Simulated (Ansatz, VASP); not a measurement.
**Al3GaN4 in VASP and in Ansatz**

POSCAR

```
Al3GaN4
1.0
    5.0380822266      0.0000000000     -0.0000450499
    0.0000000000      3.1249488270      0.0000000000
   -0.0032736541      0.0000000000      5.4915489153
Al Ga N
3 1 4
Direct
    0.5007425164      0.5000000000      0.1668756316
    0.0012142963      0.5000000000      0.8352085755
    0.0015485602      0.0000000000      0.3320598032
    0.5003053976      0.0000000000      0.6657309690
    0.1102473589      0.0000000000      0.6649939414
    0.1219825070      0.5000000000      0.1658437471
    0.6247310493      0.5000000000      0.8420455009
    0.6228273143      0.0000000000      0.3272428312
```

INCAR.step1

```
ALGO     = Normal         # electronic algorithm
EDIFF    = 1E-4           # SCF threshold, eV
ENCUT    = 520            # plane-wave cutoff, eV
GGA      = PE             # functional
ISMEAR   = 0              # smearing method
LASPH    = T              # aspherical terms in the spheres
LCHARG   = F              # write CHGCAR
LREAL    = F              # projectors in reciprocal space
LWAVE    = T              # write WAVECAR
NBANDS   = 31             # bands
NELM     = 80             # most SCF steps
PREC     = Accurate       # precision mode
SIGMA    = 0.02           # smearing width, eV
```

INCAR.step2

```
ALGO     = Normal         # electronic algorithm
EDIFF    = 1E-7           # SCF threshold, eV
ENCUT    = 520            # plane-wave cutoff, eV
ISIF     = 2              # what is computed and relaxed
ISMEAR   = 0              # smearing method
ISTART   = 1            
LASPH    = T              # aspherical terms in the spheres
LCHARG   = F              # write CHGCAR
LMIXTAU  = T            
LREAL    = F              # projectors in reciprocal space
LWAVE    = F              # write WAVECAR
METAGGA  = R2SCAN         # meta-GGA
NBANDS   = 31             # bands
NELM     = 80             # most SCF steps
PREC     = Accurate       # precision mode
SIGMA    = 0.02           # smearing width, eV
```

KPOINTS

```
k-points
0
Gamma
  6 8 4
```

Input for Ansatz:

```yaml
crystal:
  lattice:
    - [5.0380822266, 0.0, -4.50499e-05]
    - [0.0, 3.124948827, 0.0]
    - [-0.0032736541, 0.0, 5.4915489153]
  atoms:
    - { symbol: Al, position: [0.5007425164, 0.5, 0.1668756316] }
    - { symbol: Al, position: [0.0012142963, 0.5, 0.8352085755] }
    - { symbol: Al, position: [0.0015485602, 0.0, 0.3320598032] }
    - { symbol: Ga, position: [0.5003053976, 0.0, 0.665730969] }
    - { symbol: "N", position: [0.1102473589, 0.0, 0.6649939414] }
    - { symbol: "N", position: [0.121982507, 0.5, 0.1658437471] }
    - { symbol: "N", position: [0.6247310493, 0.5, 0.8420455009] }
    - { symbol: "N", position: [0.6228273143, 0.0, 0.3272428312] }
basis:
  ecutwfc: 500
kpoints:
  mp_grid: { grid: [6, 8, 4] }
  band_path: { path: [VBM, CBM], npoints: 2 }
hamiltonian:
  xc: r2scan
scf:
  occupations: { method: gaussian, width: 0.02 }
output:
  forces: true
  stress: true
  eigenvalues: true
checkpoint:
  read: start.run
  write: ck
  compress: false
  write_wavefunctions: false
  write_every: 100000
```

Alike in both runs: task single point; functional r2SCAN; k mesh 6 × 8 × 4; occupations gaussian, width 0.02 eV; no spin polarisation.

|  | VASP | Ansatz |
| --- | --- | --- |
| version | VASP 6.6.1 | Ansatz 0.2.0 |
| potentials or method | VASP PAW PBE potentials, release 64 (Al, Ga_d, N), cutoff 520 eV | scalar-relativistic, plane waves, PAW |
| valence electrons in the cell | 42 | 42 |

```csv
,VASP,Ansatz,Ansatz less VASP
gap on the k mesh at the Fermi level (eV),4.01,3.99,-0.017
least direct gap on the mesh (eV),4.01,3.99,-0.017
pressure (GPa),-3.1,-3.1,0.00
"traceless stress, the component that is largest in VASP (GPa)",-2.74,-2.73,+0.003
rms of the force components (eV/Å),0.028,0.000,-0.0276
```

VASP's potentials were made for PBE, not for r2SCAN. Atom by atom the forces differ by 0.028 eV/Å (rms over components).
